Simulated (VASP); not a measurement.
## IrSe: single point with r2SCAN

The system is IrSe.

```xyz
2
Lattice="0.0000 2.5940 2.5940 2.5940 0.0000 2.5940 2.5940 2.5940 0.0000" Properties=species:S:1:pos:R:3 pbc="T T T"
Ir    2.5940    2.5940    2.5940
Se    0.0000    0.0000    0.0000
```

```json
{
  "Program": "VASP 6.6.1",
  "Task": "single point",
  "Functional": "r2SCAN",
  "Potentials or basis": "VASP PAW PBE potentials, release 64 (Ir, Se)",
  "Cutoff": "520 eV",
  "k mesh": "12 × 12 × 12",
  "Occupations": "gaussian, width 0.05 eV",
  "Spin": "no spin polarisation"
}
```

- Pressure: -2.8 GPa

Levels at points of the mesh, in eV from the Fermi level:
| k point | band 5 | band 6 | band 7 | band 8 | band 9 | band 10 | band 11 | band 12 |
| --- | --- | --- | --- | --- | --- | --- | --- | --- |
| (0.00, 0.00, 0.00) | -2.48 | -2.48 | -1.75 | -1.75 | -1.75 | 2.51 | 10.41 | 12.85 |
| (0.50, 0.00, 0.00) | -1.34 | -1.34 | -0.85 | 3.76 | 4.22 | 4.22 | 6.85 | 6.85 |
| (0.50, 0.50, 0.00) | -3.55 | -1.82 | -0.90 | -0.90 | -0.28 | 1.21 | 9.96 | 12.69 |

Run time: 84 s on 1 thread of Intel(R) Xeon(R) Platinum 8559C (Emerald Rapids) (shared host), peak memory 0.19 GiB.

Caveat: the PAW data sets were made with another functional, which shifts forces and pressure a little; spin-orbit coupling is left out, which moves the levels of the heavy elements.
